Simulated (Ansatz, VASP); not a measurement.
# Si2AgAs3 in VASP and in Ansatz

The input INCAR:

```
SYSTEM = Si2AgAs3
PREC = Accurate
ENCUT = 600
EDIFF = 1E-6
ISMEAR = 0
SIGMA = 0.1
LREAL = .False.
LASPH = .True.
NELM = 100
ALGO = Normal
ISIF = 3
LWAVE = .False.
LCHARG = .False.
GGA = PE
IBRION = 2
NSW = 100
EDIFFG = -0.01
```

File KPOINTS:

```
Automatic mesh
0
Gamma
  6 6 12
  0 0 0
```

The input POSCAR:

```
Si2AgAs3
1.0
    6.6037620007      0.0000000000      0.0000000000
   -3.3018810004      5.7190256532      0.0000000000
    0.0000000000      0.0000000000      3.3633104126
Si Ag As
2 1 3
Direct
    0.6666666667      0.3333333333      0.0000000000
    0.3333333333      0.6666666667      0.0000000000
    0.0000000000      0.0000000000      0.0000000000
    0.5000000000      0.0000000000      0.5000000000
    0.0000000000      0.5000000000      0.5000000000
    0.5000000000      0.5000000000      0.5000000000
```

Input for Ansatz:

```yaml
crystal:
  lattice:
    - [6.6037620007, 0.0, 0.0]
    - [-3.3018810004, 5.7190256532, 0.0]
    - [0.0, 0.0, 3.3633104126]
  atoms:
    - { symbol: Si, position: [0.6666666667, 0.3333333333, 0.0] }
    - { symbol: Si, position: [0.3333333333, 0.6666666667, 0.0] }
    - { symbol: Ag, position: [0.0, 0.0, 0.0] }
    - { symbol: As, position: [0.5, 0.0, 0.5] }
    - { symbol: As, position: [0.0, 0.5, 0.5] }
    - { symbol: As, position: [0.5, 0.5, 0.5] }
basis:
  ecutwfc: 420
kpoints:
  mp_grid: { grid: [6, 6, 12] }
hamiltonian:
  xc: pbe
scf:
  occupations: { method: gaussian, width: 0.1 }
output:
  forces: true
  stress: true
  eigenvalues: true
  write_density: true
  write_potential: true
  elf: true
  volumetric_format: npy
relax:
  adjacent_minimum: "off"
  f_tol: 0.01
  max_steps: 80
  cell: { stress_tol: 0.05 }
```

Alike in both runs: task relaxation of cell and atoms; functional PBE; k mesh 6 × 6 × 12; occupations gaussian, width 0.1 eV; no spin polarisation.

|  | VASP | Ansatz |
| --- | --- | --- |
| version | VASP 6.6.1 | Ansatz 0.2.0 |
| potentials or method | VASP PAW PBE potentials, release 64 (Si, Ag, As), cutoff 600 eV | scalar-relativistic, plane waves, PAW |
| valence electrons in the cell | 34 | 72 |

```csv
,VASP,Ansatz,Ansatz less VASP
"gap on the k mesh at the Fermi level, each at its own relaxed structure (eV)",none,none,-
relaxed volume (Å³/atom),21.28,21.22,-0.062
relaxed cell length with the largest relative difference (Å),3.456,3.452,-0.0041
```

A gap of «none» marks a metal or a gap that the smearing closes. VASP's potentials hold 34 valence electrons a cell and Ansatz's 72, so a difference there can come from the potentials and not from the codes.
